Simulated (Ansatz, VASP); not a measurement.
## One calculation of HfO2, two programs

```
Hf O
1.0
     0.00000    2.47776    2.47776
     2.47776    0.00000    2.47776
     2.47776    2.47776    0.00000
Hf O
1 2
Cartesian
  0.0000 0.0000 0.0000
  1.2389 1.2389 1.2389
  3.7166 3.7166 3.7166
```

Alike in both runs: functional r2SCAN; k mesh 10 × 10 × 10; occupations fermi-dirac, width 0.02 eV; no spin polarisation.

Ansatz relaxed the structure, and its values are those at the end. VASP's run is a single point on that final structure, the one shown.

|  | VASP | Ansatz |
| --- | --- | --- |
| version | VASP 6.6.1 | Ansatz 0.2.0 |
| potentials or method | VASP PAW PBE potentials, release 64 (Hf_pv, O), cutoff 520 eV | PAW plane waves |
| valence electrons in the cell | 22 | 38 |

|  | VASP | Ansatz | Ansatz less VASP |
| --- | --- | --- | --- |
| gap on the k mesh at the Fermi level (eV) | 4.50 | 4.47 | -0.032 |
| pressure (GPa) | 14.4 | 19.1 | +4.65 |

VASP's potentials were made for PBE, not for r2SCAN. One of these differences is far larger than is usual between the two programs; its cause wasn't traced. VASP's potentials hold 22 valence electrons a cell and Ansatz's 38, so a difference there can come from the potentials and not from the codes. Ansatz's warnings: stress scf threshold loose.

Spin-orbit coupling is off throughout.
